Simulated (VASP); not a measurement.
# Si16Ge (a cell with a defect) in VASP: further runs, part 3 of 3

VASP 6.6.1. Earlier steps stand in the parts before.

### Step 5. Single point, PBE

File INCAR:

```
SYSTEM = Si16Ge
ALGO = Normal ; EDIFF = 1E-7
ENCUT = 520 ; GGA = PE
ISIF = 2 ; ISMEAR = -1
LASPH = .TRUE. ; LCHARG = .FALSE.
LREAL = Auto ; LWAVE = .FALSE.
NBANDS = 53 ; NELM = 60
PREC = Accurate ; SIGMA = 0.05
```

File KPOINTS:

```
k-points
0
G
  2 2 2
  0 0 0
```

File POSCAR:

```
Si16Ge
1.0
    0.0000000000      5.4300000000      5.4300000000
    5.4300000000      0.0000000000      5.4300000000
    5.4300000000      5.4300000000      0.0000000000
Si Ge
16 1
Direct
    0.1457642726      0.0607182320     -0.1650644567
    0.1988766114      0.1813075506      0.0174033149
   -0.0049263352     -0.1144290976      0.4744290976
    0.0691252302      0.1582044199      0.5058655617
   -0.1420073665      0.4585267035      0.1115653775
    0.3369244936      0.6793922652     -0.1610313076
    0.0086924494      0.5229097606      0.3146040516
   -0.0272928177      0.5735911602      0.7334990792
    0.5997790055      0.2191160221     -0.1079742173
    0.8237476980      0.1323848987      0.2118508287
    0.4504604052      0.0802762431      0.2816574586
    0.5404419890      0.0113443831      0.5981031308
    0.6788213628      0.4737569061     -0.1051197053
    0.4132504604      0.6758655617      0.4451104972
    0.3945211786      0.3311878453      0.6771362799
    0.6834806630      0.6973480663      0.5148434622
    0.4840147330      0.7634806630      1.0662246777
```

Potentials or basis: VASP PAW PBE potentials, release 64 (Si, Ge_d).

The run is started by

```
> cat potpaw_PBE.64/Si/POTCAR potpaw_PBE.64/Ge_d/POTCAR > POTCAR
> mpirun -np 1 vasp_std > vasp.out
```

OUTCAR:

```text
SYSTEM = Si16Ge
   EDIFF = 1E-7
   ENCUT = 520
   GGA = PE
   ISIF = 2
   ISMEAR = -1
   LASPH = .TRUE.
   LREAL = Auto
   NELM = 60
   PREC = Accurate

 ion  position               nearest neighbor table
   1  0.146  0.061  0.835-   2 2.29   6 2.53   4 2.54  12 2.58  10 2.81  15 2.93
   2  0.199  0.181  0.017-  15 2.28   1 2.29   5 2.45  10 2.62  17 2.80   9 2.85   8 2.97  11 3.05

   3  0.995  0.886  0.474-   8 2.24  10 2.39   4 2.57  14 2.72  12 2.87
   4  0.069  0.158  0.506-   7 2.34  11 2.48   1 2.54   3 2.57
   5  0.858  0.459  0.112-  10 2.34   8 2.38   2 2.45  13 2.57   7 2.68  17 2.70
   6  0.337  0.679  0.839-  13 2.42   1 2.53  16 2.59  14 2.79  17 2.93  12 2.96   9 3.00
   7  0.009  0.523  0.315-  16 2.30   4 2.34   5 2.68
   8  0.973  0.574  0.733-   3 2.24  13 2.28   5 2.38  15 2.74  16 2.95   2 2.97
   9  0.600  0.219  0.892-  13 2.33  15 2.40  11 2.45   2 2.85   6 3.00
  10  0.824  0.132  0.212-   5 2.34   3 2.39   2 2.62  12 2.68  13 2.73   1 2.81  11 2.84
  11  0.450  0.080  0.282-   9 2.45   4 2.48  12 2.59  16 2.78  14 2.82  10 2.84   2 3.05
  12  0.540  0.011  0.598-  16 2.37  15 2.39   1 2.58  11 2.59  10 2.68   3 2.87   6 2.96  17 3.03

  13  0.679  0.474  0.895-   8 2.28   9 2.33   6 2.42  16 2.53  17 2.56   5 2.57  10 2.73
[... 211 lines left out ...]
      2     -17.9603      2.00000
      3     -17.9357      2.00000
      4     -17.9220      2.00000
      5     -17.9080      2.00000
      6      -6.4822      2.00000
[... 421 lines left out ...]
     50       9.5553      0.00000
     51       9.5860      0.00000
 [bands above 51 left out]

------------------------ aborting loop because EDIFF is reached ----------------------------------------

  FORCE on cell =-STRESS in cart. coord.  units (eV):
  Direction    XX          YY          ZZ          XY          YZ          ZX
  --------------------------------------------------------------------------------------
  -------------------------------------------------------------------------------------
  Total       -2.8003030     -3.2202811      5.7679633     -0.4161508     -2.6179213      0.1409508
  in kB      -14.0115481    -16.1129434     28.8604822     -2.0822452    -13.0989862      0.7052589
  external PRESSURE =      -0.4213365 kB  Pullay stress =       0.0000000 kB

 VOLUME and BASIS-vectors are now :
 -----------------------------------------------------------------------------
  energy-cutoff  :      520.00
  volume of cell :      320.21
      direct lattice vectors                 reciprocal lattice vectors
     0.000000000  5.430000000  5.430000000    -0.092081031  0.092081031  0.092081031
     5.430000000  0.000000000  5.430000000     0.092081031 -0.092081031  0.092081031
     5.430000000  5.430000000  0.000000000     0.092081031  0.092081031 -0.092081031

 POSITION                                       TOTAL-FORCE (eV/Angst)
 -----------------------------------------------------------------------------------
      4.86340      5.32520      1.12120        -1.136499     -0.807586     -0.857126
      1.07900      1.17440      2.06440         1.030631      1.478764     -0.664455
      7.38480      7.97940     10.21190         0.495556     -0.100394      1.709628
      3.60590      3.12220      1.23440        -0.116019      0.554374     -0.355755
      3.09560      5.26470      7.14870         1.379603      1.064309      0.961282
      8.24470      6.38510      5.51860         0.005118     -0.349716     -0.523840
[... 9 lines left out ...]
      6.58220      6.50690      7.49790         0.326115     -0.880093     -0.738048
      4.50530      2.98780      6.77390         0.303775     -0.776571      0.600757
 -----------------------------------------------------------------------------------
    total drift:                               -0.000249      0.006146      0.002511

  FREE ENERGIE OF THE ION-ELECTRON SYSTEM (eV)
  ---------------------------------------------------
  free  energy   TOTEN  =       -81.6289036840 eV

  energy  without entropy=      -81.5652831288  energy(sigma->0) =      -81.59709341
```

OSZICAR:

```text
N       E                     dE             d eps       ncg     rms          rms(c)
DAV:   1     0.398411531249E+03    0.39841E+03   -0.30080E+04  1035   0.160E+03
DAV:   2    -0.160960758125E+02   -0.41451E+03   -0.38339E+03   917   0.403E+02
DAV:   3    -0.791318299705E+02   -0.63036E+02   -0.59720E+02  1013   0.103E+02
DAV:   4    -0.828918064841E+02   -0.37600E+01   -0.36674E+01  1112   0.284E+01
DAV:   5    -0.830034257903E+02   -0.11162E+00   -0.11093E+00  1072   0.484E+00    0.121E+01
DAV:   6    -0.818020487015E+02    0.12014E+01   -0.21894E+00  1011   0.535E+00    0.685E+00
DAV:   7    -0.816374998088E+02    0.16455E+00   -0.11106E+00  1112   0.319E+00    0.206E+00
DAV:   8    -0.816286388158E+02    0.88610E-02   -0.11615E-01  1032   0.142E+00    0.735E-01
DAV:   9    -0.816286251513E+02    0.13665E-04   -0.12341E-02  1048   0.425E-01    0.304E-01
DAV:  10    -0.816287380441E+02   -0.11289E-03   -0.19932E-03  1040   0.179E-01    0.136E-01
DAV:  11    -0.816288924866E+02   -0.15444E-03   -0.38851E-04  1024   0.771E-02    0.376E-02
DAV:  12    -0.816288927778E+02   -0.29115E-06   -0.81771E-05  1032   0.361E-02    0.221E-02
DAV:  13    -0.816289032413E+02   -0.10463E-04   -0.21537E-05   944   0.169E-02    0.691E-03
DAV:  14    -0.816289034673E+02   -0.22607E-06   -0.13043E-06  1128   0.490E-03    0.311E-03
DAV:  15    -0.816289036706E+02   -0.20328E-06   -0.78023E-07   928   0.294E-03    0.908E-04
DAV:  16    -0.816289036840E+02   -0.13400E-07   -0.27876E-08   600   0.687E-04
   1 F= -.81628904E+02 E0= -.81597093E+02  d E =-.636206E-01
```

It took 2.5 min on 1 thread of Intel Xeon 6975P-C (Granite Rapids), shared host; peak memory 0.49 GiB.

What came out:

```
Free energy            : -81.6289 eV
Pressure               : 0.0 GPa
Largest force          : 1.990 eV/Å
Band gap on the k mesh : zero (bands 39 and 40 overlap by 0.14 eV)
```

Forces on the atoms (eV/Å):
```
Si  -1.136 -0.808 -0.857
Si   1.031  1.479 -0.664
Si   0.496 -0.100  1.710
Si  -0.116  0.554 -0.356
Si   1.380  1.064  0.961
Si   0.005 -0.350 -0.524
Si  -1.097 -0.580  0.396
Si  -0.938  1.479  0.073
Si   0.186  0.311 -0.395
Si  -0.779 -0.369 -0.723
Si  -0.417  0.096 -0.294
Si  -0.160  0.048  0.447
Si  -0.138 -0.391 -0.922
Si   1.067 -0.049  0.496
Si  -0.014 -0.729  0.789
Si   0.326 -0.880 -0.738
Ge   0.304 -0.777  0.601
```

Stress tensor (GPa, compression positive):
```
-1.40 -0.21  0.07
-0.21 -1.61 -1.31
 0.07 -1.31  2.89
```

Caveat: the k points lie up to 0.50 Å⁻¹ apart; the atoms stand as in a frame of molecular dynamics.

### Step 6. Single point, PBE

File INCAR:

```
SYSTEM = Si16Ge
PREC     = Accurate       ! precision mode
ENCUT    = 520            ! plane-wave cutoff, eV
EDIFF    = 1E-6           ! SCF threshold, eV
ISMEAR   = -1             ! smearing method
SIGMA    = 0.05           ! smearing width, eV
LREAL    = Auto         
LASPH    = .True.         ! aspherical terms in the spheres
NELM     = 60             ! most SCF steps
ALGO     = Normal         ! electronic algorithm
ISIF     = 2              ! what is computed and relaxed
LWAVE    = .False.        ! write WAVECAR
LCHARG   = .True.         ! write CHGCAR
GGA      = PE             ! functional
LELF     = .True.         ! ELF
LVHAR    = .True.       
NBANDS   = 53             ! bands
```

File KPOINTS:

```
Automatic mesh
0
Gamma
  2 2 2
  0 0 0
```

File POSCAR:

```
Si16Ge
1.0
    0.0000000000      5.4300000000      5.4300000000
    5.4300000000      0.0000000000      5.4300000000
    5.4300000000      5.4300000000      0.0000000000
Si Ge
16 1
Direct
   -0.0173296501      0.0036648250     -0.0265561694
    0.1784162063      0.1098158379      0.0597421731
    0.0469429098     -0.0901104972      0.4710313076
   -0.0495672192      0.2624401473      0.4947053407
   -0.1246685083      0.3787016575      0.1649631676
    0.3326058932      0.7606353591     -0.2351289134
    0.1495856354      0.5475046041      0.1100276243
    0.0467311234      0.5851473297      0.8116850829
    0.6847697974      0.2817863720     -0.1705709024
    0.7541160221      0.0770441989      0.3683333333
    0.4477163904      0.0905524862      0.2240515654
    0.3007182320      0.1510128913      0.5644751381
    0.7118784530      0.5734990792     -0.1893370166
    0.4462615101      0.7214364641      0.4144751381
    0.3894935543      0.3547790055      0.6591804788
    0.8128545120      0.7356906077      0.3691712707
    0.5068968692      0.6079834254      1.1654604052
```

Potentials or basis: VASP PAW PBE potentials, release 64 (Si, Ge_d).

The run is started by

```
> cat potpaw_PBE.64/Si/POTCAR potpaw_PBE.64/Ge_d/POTCAR > POTCAR
> mpirun -np 1 vasp_std > vasp.out
```

Run time: 3 min. Hardware: 1 thread of Intel Xeon 6975P-C (Granite Rapids), shared host; peak memory 0.49 GiB.

Results (log left out):

- Free energy: -82.3408 eV
- Pressure: -2.2 GPa
- Largest force: 2.407 eV/Å
- Band gap on the k mesh: 0.02 eV

Forces on the atoms (eV/Å):
```
Si  -0.254  0.344  0.136
Si  -0.660  0.541 -0.276
Si   0.116  1.288  0.695
Si  -0.729  0.392  0.381
Si   1.118  0.222  0.191
Si  -0.141  0.178  0.913
Si   0.374 -0.443 -0.106
Si  -0.132 -0.565  0.236
Si  -0.094  0.156 -1.480
Si  -0.114 -1.333 -1.061
Si   0.069 -0.137  0.541
Si  -0.080 -0.147 -0.336
Si   0.235 -1.018  0.948
Si   1.924  1.300  0.634
Si  -0.106  0.409 -0.141
Si  -0.139  0.005 -0.366
Ge  -1.387 -1.192 -0.912
```

Stress tensor (GPa, compression positive):
```
 0.49 -0.50  0.89
-0.50 -3.60 -0.56
 0.89 -0.56 -3.45
```

Levels at points of the mesh, in eV from the valence-band top:
```csv
k point,band 37,band 38,band 39,band 40,band 41,band 42
"(0.00, 0.00, 0.00)",-0.34,-0.23,-0.12,0.02,0.21,0.41
"(0.50, 0.00, 0.00)",-0.94,-0.65,-0.24,0.18,0.74,1.18
"(0.00, 0.50, 0.00)",-0.62,-0.58,-0.37,0.28,0.50,1.11
"(0.00, 0.00, 0.50)",-1.10,-0.58,-0.17,0.39,0.57,1.02
"(0.50, 0.50, 0.50)",-0.94,-0.60,-0.15,0.57,0.66,0.79
"(0.50, 0.50, 0.00)",-0.44,-0.32,0.00,0.17,0.36,0.66
"(0.00, 0.50, 0.50)",-0.68,-0.38,-0.22,0.05,0.32,0.57
"(0.50, 0.00, 0.50)",-0.88,-0.56,-0.04,0.41,0.44,0.71
```

Caveat: the k points lie up to 0.50 Å⁻¹ apart; the atoms stand as in a frame of molecular dynamics.

### Step 7. Single point, PBE

File INCAR:

```
PREC = Accurate
ENCUT = 520
EDIFF = 1E-6
ISMEAR = -1
SIGMA = 0.05
LREAL = Auto
LASPH = True
NELM = 100
ALGO = Normal
ISIF = 2
LWAVE = False
LCHARG = False
GGA = PE
NBANDS = 53
```

File KPOINTS:

```
Automatic mesh
0
Gamma
  2 2 2
```

File POSCAR:

```
Si16Ge
1.0
    0.0000000000      5.4300000000      5.4300000000
    5.4300000000      0.0000000000      5.4300000000
    5.4300000000      5.4300000000      0.0000000000
Si Ge
16 1
Direct
   -0.0796132597      0.0235911602      0.0846408840
    0.2079742173      0.0946040516      0.0419152855
    0.2510220994     -0.1422375691      0.3933609576
   -0.0040976059      0.2418876611      0.4175230203
   -0.1189042357      0.3965653775      0.1201012891
    0.3571270718      0.8721362799     -0.3268876611
    0.1268232044      0.6725322284     -0.0183333333
    0.0371086556      0.6101289134      0.7608655617
    0.7799539595      0.3482228361     -0.2557918969
    0.7060589319      0.1453959484      0.5194290976
    0.5696961326      0.0828821363      0.3359208103
    0.1940607735      0.2328821363      0.6551841621
    0.6938950276      0.7401565378     -0.3008195212
    0.5811786372      0.6039410681      0.3627624309
    0.4277900552      0.3687108656      0.7325966851
    0.8386372007      0.6793922652      0.4000184162
    0.3297237569      0.4427992634      1.2303130755
```

The run is started by

```
> cat potpaw_PBE.64/Si/POTCAR potpaw_PBE.64/Ge_d/POTCAR > POTCAR
> mpirun -np 1 vasp_std > vasp.out
```

Wall time 2.1 min (1 thread of Intel Xeon 6975P-C (Granite Rapids), shared host); peak memory 0.49 GiB.

Results (log left out):

* Free energy: -82.4233 eV
* Pressure: -1.1 GPa
* Largest force: 2.874 eV/Å
* Band gap on the k mesh: zero (bands 39 and 40 overlap by 0.05 eV)

Forces on the atoms (eV/Å):
```
Si  -0.878 -0.525  0.215
Si   0.071 -0.067  0.172
Si   1.347 -0.479 -0.476
Si  -0.447  1.312  0.760
Si   0.016 -0.443 -0.269
Si  -0.130 -0.743 -0.643
Si   0.492 -0.448  0.229
Si  -0.562 -0.133  0.677
Si   0.361  0.533 -0.570
Si  -0.003 -0.629 -1.112
Si  -0.012  0.067 -0.096
Si   0.659 -0.156  0.315
Si   1.560  1.784 -0.066
Si  -0.809  0.849  0.046
Si   0.100  0.263  0.091
Si  -2.444 -1.308  0.759
Ge   0.679  0.121 -0.029
```

Stress tensor (GPa, compression positive):
```
-1.38  0.13 -1.00
 0.13 -0.38 -0.05
-1.00 -0.05 -1.45
```

Levels at points of the mesh, in eV from the Fermi level:
```csv
k point,band 36,band 37,band 38,band 39,band 40,band 41,band 42,band 43
"(0.00, 0.00, 0.00)",-0.54,-0.46,-0.18,-0.04,0.16,0.39,0.48,0.52
"(0.50, 0.00, 0.00)",-0.99,-0.80,-0.61,0.04,0.08,0.86,1.04,1.47
"(0.00, 0.50, 0.00)",-1.12,-0.99,-0.41,-0.06,0.33,0.94,1.15,1.32
"(0.00, 0.00, 0.50)",-1.02,-0.71,-0.44,-0.16,0.02,0.31,0.78,1.25
"(0.50, 0.50, 0.50)",-1.15,-0.80,-0.53,-0.16,0.25,0.54,0.61,1.04
"(0.50, 0.50, 0.00)",-1.08,-1.04,-0.41,-0.39,0.29,0.57,0.90,1.35
"(0.00, 0.50, 0.50)",-1.08,-0.51,-0.37,-0.29,-0.01,0.47,0.96,1.07
"(0.50, 0.00, 0.50)",-0.96,-0.72,-0.63,-0.26,0.11,0.29,0.87,1.10
```

Caveat: the k points lie up to 0.50 Å⁻¹ apart; the atoms stand as in a frame of molecular dynamics.

### Step 8. Overview

```csv
cell,gap on the mesh (eV),pressure (GPa),largest force (eV/Å)
"as given, atomic positions A",none,2.4,4.37
"as given, atomic positions B",none,0.5,2.04
"as given, atomic positions C",none,-0.2,1.73
"as given, atomic positions D",none,0.0,1.99
"as given, atomic positions E",0.02,-2.2,2.41
"as given, atomic positions F",none,-1.1,2.87
```

Alike in all rows: task single point; level PBE; potentials or basis VASP PAW PBE potentials, release 64 (Si, Ge_d); no spin polarisation; k mesh 2 × 2 × 2; cutoff (eV) 520; smearing fermi-dirac 0.05 eV.

Caveats: all runs use coarse meshes; the atoms stand as in a frame of molecular dynamics (at least some runs).

Absolute energies hang on the potentials; compare differences alone.
